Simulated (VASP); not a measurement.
**InP: single point with PBEsol**

The system is InP, a wire with vacuum.

```xyz
16
Lattice="14.3000 0.0000 0.0000 0.0000 14.6000 0.0000 0.0000 0.0000 7.2264" Properties=species:S:1:pos:R:3 pbc="T T T"
In    9.5684    7.3000    4.8176
In    7.1500    9.7184    4.8176
In    8.8601    9.0101    1.2044
In    4.7316    7.3000    4.8176
In    5.4399    9.0101    1.2044
In    7.1500    4.8816    4.8176
In    5.4399    5.5899    1.2044
In    8.8601    5.5899    1.2044
P     9.1962    9.3462    6.0220
P    10.0437    7.3000    2.4088
P     5.1038    9.3462    6.0220
P     7.1500   10.1937    2.4088
P     5.1038    5.2538    6.0220
P     4.2563    7.3000    2.4088
P     9.1962    5.2538    6.0220
P     7.1500    4.4063    2.4088
```

```yaml
Program: VASP 6.6.1
Task: single point
Functional: PBEsol
Potentials_or_basis: VASP PAW PBE potentials, release 64 (In_d, P)
Cutoff: 520 eV
k_mesh: 1 × 1 × 7
Occupations: gaussian, width 0.05 eV
Spin: no spin polarisation
Dipole_correction: no
Further_INCAR_settings: LREAL = Auto; ALGO = Normal; EDIFF = 1e-06; NBANDS = 86
```

```
Largest force          : 1.542 eV/Å
Band gap on the k mesh : 0.69 eV
```

Forces on the atoms (eV/Å):
```
In  -0.094  0.000 -0.324
In   0.000 -0.070 -0.331
In  -0.046 -0.054 -0.328
In   0.094  0.000 -0.324
In   0.046 -0.054 -0.328
In   0.000  0.070 -0.331
In   0.046  0.054 -0.328
In  -0.046  0.054 -0.328
P    1.064  1.060  0.328
P    1.503  0.000  0.328
P   -1.064  1.060  0.328
P    0.000  1.506  0.328
P   -1.064 -1.060  0.328
P   -1.503  0.000  0.328
P    1.064 -1.060  0.328
P    0.000 -1.506  0.328
```

Levels at points of the mesh, in eV from the valence-band top:
| k point | band 68 | band 69 | band 70 | band 71 | band 72 | band 73 | band 74 | band 75 | band 76 | band 77 |
| --- | --- | --- | --- | --- | --- | --- | --- | --- | --- | --- |
| (0.00, 0.00, 0.00) | -0.29 | -0.29 | -0.20 | 0.00 | 0.00 | 0.69 | 1.20 | 2.56 | 2.65 | 2.65 |

It took 21 min on 1 thread of Intel(R) Xeon(R) Platinum 8259CL CPU @ 2.50GHz (Skylake/Cascade Lake), with other jobs on the host, peak memory 1.2 GiB.

Caveat: the PAW data sets were made with another functional, which shifts forces and pressure a little; spin-orbit coupling is left out, which moves the levels of the heavy elements.
